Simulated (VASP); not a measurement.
Write the native input for VASP 6.6.1 that does the following.

```yaml
Task: single point
Functional: PBE
Potentials_or_basis: VASP PAW PBE potentials, release 64 (O, H, C)
Cutoff: 520 eV
k_mesh: 1 × 1 × 1
Occupations: fermi-dirac, width 0.05 eV
Spin: no spin polarisation
Dipole_correction: no
Further_INCAR_settings: LREAL = Auto; ALGO = Normal; EDIFF = 1e-06; NBANDS = 61
```

The structure of H14C4O lies in POSCAR:

```
H14C4O
1.0
    7.5361220000      0.0000000000      0.0000000000
    0.0000000000      7.5361220000      0.0000000000
    0.0000000000      0.0000000000      7.5361220000
O H C
2 28 8
Direct
    0.6633119793      1.1029943517      0.8057592486
    0.7432469910      0.3673507409      1.0895126167
    0.5442321661      1.0629206905      0.7975056667
    0.7372890195      1.0073483418      0.7557335192
    0.6892537037      0.4633152170      1.0132797744
    0.7655794320      0.2788436811      1.0001165055
    0.2072285985     -0.0380567087      0.1879746639
    0.0883610961      0.1339813766      0.2968104816
   -0.0282240654     -0.0069797172      0.1642622028
    0.0464297154      0.3054754156      0.0374993929
    0.2678433284      0.2539900495      0.0442402604
    0.1166780474      0.1337292576     -0.0996666455
    0.7933788758      0.6246714159      0.7464979999
    0.6302445741      0.5090283836      0.6337078938
    0.8340098528      0.5636453338      0.5343729839
    0.5601156669      0.7310789289      0.4134089124
    0.5466737402      0.8390920423      0.6241273695
    0.7357364968      0.8917053094      0.4834449336
    0.4651065893      0.5946692477      1.1716503528
    0.5763176339      0.7212993633      1.0008728627
    0.4098659762      0.8298432536      1.1367384976
    0.2388496365      0.7601522375      0.8584786711
    0.2926040741      0.5393622874      0.8520695392
    0.1643683582      0.6098627384      1.0281149907
    0.0746803197      0.5727481588      0.3161440327
    0.1028380379      0.7044471945      0.5281098156
    0.2655344486      0.7059466394      0.3700178951
    0.3876529600      0.4830999286      0.5717131437
    0.1682430300      0.3735210231      0.5822623360
    0.2945016018      0.3884756643      0.3792268756
    0.1030238099      0.0588764354      0.1725157846
    0.1457115477      0.2010848550      0.0272952057
    0.7328304929      0.6151837775      0.6155420520
    0.6462873080      0.7819008238      0.5266103707
    0.4448972562      0.6993782744      1.0665432433
    0.2828775861      0.6489677317      0.9406960238
    0.1670222430      0.6236231314      0.4278062377
    0.2656140652      0.4611788397      0.5058171829
```

One way to write it, as run:

INCAR

```
ALGO     = Normal         # electronic algorithm
EDIFF    = 1E-6           # SCF threshold, eV
ENCUT    = 520            # plane-wave cutoff, eV
GGA      = PE             # functional
ISIF     = 2              # what is computed and relaxed
ISMEAR   = -1             # smearing method
LASPH    = T              # aspherical terms in the spheres
LCHARG   = F              # write CHGCAR
LREAL    = Auto         
LWAVE    = F              # write WAVECAR
NBANDS   = 61             # bands
NELM     = 100            # most SCF steps
PREC     = Accurate       # precision mode
SIGMA    = 0.05           # smearing width, eV
```

KPOINTS

```
k-points
0
Gamma
  1 1 1
```

Potentials or basis: VASP PAW PBE potentials, release 64 (O, H, C).

Launch:

```bash
$ cat potpaw_PBE.64/O/POTCAR potpaw_PBE.64/H/POTCAR potpaw_PBE.64/C/POTCAR > POTCAR
$ mpirun -np 1 vasp_gam > vasp.out
```

It gave:

```json
{
 "Pressure": "-0.3 GPa",
 "Largest force": "5.023 eV/Å",
 "Band gap on the k mesh": "5.05 eV"
}
```

Caveat: the k points lie up to 0.83 Å⁻¹ apart.

Wall time 34 s on 1 thread of Intel(R) Xeon(R) 6975P-C (Granite Rapids) (shared host), peak memory 0.39 GiB.
